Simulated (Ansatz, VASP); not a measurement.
SiC in VASP and in Ansatz

File POSCAR:

```
SiC
1.0
    3.0963714546      0.0000000000      0.0000000000
   -1.5481857273      2.6815363392      0.0000000000
    0.0000000000      0.0000000000      5.0814314379
Si C
2 2
Direct
    0.6666666667      0.3333333333      0.5000000000
    0.3333333333      0.6666666667      0.0000000000
    0.6666666667      0.3333333333      0.8850000000
    0.3333333333      0.6666666667      0.3850000000
```

INCAR.step1

```
SYSTEM = SiC
ALGO     = Normal         ! electronic algorithm
EDIFF    = 1E-4           ! SCF threshold, eV
ENCUT    = 520            ! plane-wave cutoff, eV
GGA      = PE             ! functional
ISMEAR   = -1             ! smearing method
LASPH    = .TRUE.         ! aspherical terms in the spheres
LCHARG   = .FALSE.        ! write CHGCAR
LREAL    = .FALSE.        ! projectors in reciprocal space
LWAVE    = .TRUE.         ! write WAVECAR
NBANDS   = 16             ! bands
NELM     = 60             ! most SCF steps
PREC     = Accurate       ! precision mode
SIGMA    = 0.05           ! smearing width, eV
```

INCAR.step2

```
SYSTEM = SiC
ALGO     = Normal         ! electronic algorithm
EDIFF    = 1E-6           ! SCF threshold, eV
ENCUT    = 520            ! plane-wave cutoff, eV
ISIF     = 2              ! what is computed and relaxed
ISMEAR   = -1             ! smearing method
ISTART   = 1            
LASPH    = .TRUE.         ! aspherical terms in the spheres
LCHARG   = .FALSE.        ! write CHGCAR
LMIXTAU  = .TRUE.       
LREAL    = .FALSE.        ! projectors in reciprocal space
LWAVE    = .FALSE.        ! write WAVECAR
METAGGA  = R2SCAN         ! meta-GGA
NBANDS   = 16             ! bands
NELM     = 60             ! most SCF steps
PREC     = Accurate       ! precision mode
SIGMA    = 0.05           ! smearing width, eV
```

KPOINTS

```
k-points
0
G
  10 10 5
  0 0 0
```

File input.yaml:

```yaml
crystal:
  lattice:
    - [3.0963714546, 0.0, 0.0]
    - [-1.5481857273, 2.6815363392, 0.0]
    - [0.0, 0.0, 5.0814314379]
  atoms:
    - { symbol: Si, position: [0.6666666667, 0.3333333333, 0.5] }
    - { symbol: Si, position: [0.3333333333, 0.6666666667, 0.0] }
    - { symbol: C, position: [0.6666666667, 0.3333333333, 0.885] }
    - { symbol: C, position: [0.3333333333, 0.6666666667, 0.385] }
hamiltonian:
  xc: r2scan
  pseudopotentials: { kind: paw }
kpoints:
  mp_grid: { grid: [10, 10, 5] }
scf:
  occupations: { method: fermi_dirac, width: 0.05 }
output:
  forces: true
  stress: true
  eigenvalues: true
```

Alike in both runs: task single point; functional r2SCAN; k mesh 10 × 10 × 5; occupations fermi-dirac, width 0.05 eV; no spin polarisation.

|  | VASP | Ansatz |
| --- | --- | --- |
| version | VASP 6.6.1 | Ansatz 0.2.0 |
| potentials or method | VASP PAW PBE potentials, release 64 (Si, C) | Ansatz PAW |
| plane-wave cutoff (eV) | 520 | 500 |
| valence electrons in the cell | 16 | 16 |

|  | VASP | Ansatz | Ansatz less VASP |
| --- | --- | --- | --- |
| gap on the k mesh at the Fermi level (eV) | 2.89 | 2.88 | -0.007 |
| least direct gap on the mesh (eV) | 4.54 | 4.53 | -0.008 |
| pressure (GPa) | -4.3 | -4.2 | +0.17 |
| traceless stress, the component that is largest in VASP (GPa) | -2.19 | -2.23 | -0.038 |
| rms of the force components (eV/Å) | 0.428 | 0.428 | +0.0003 |

VASP's potentials were made for PBE, not for r2SCAN. Atom by atom the forces differ by 0.000 eV/Å (rms over components). The functional is the same, so the differences come from potentials, cutoffs and numerics.

Noted on Ansatz's run: odd divisions of the mesh miss points on the zone boundary, where band edges often lie, so the gap on the mesh can be too wide.
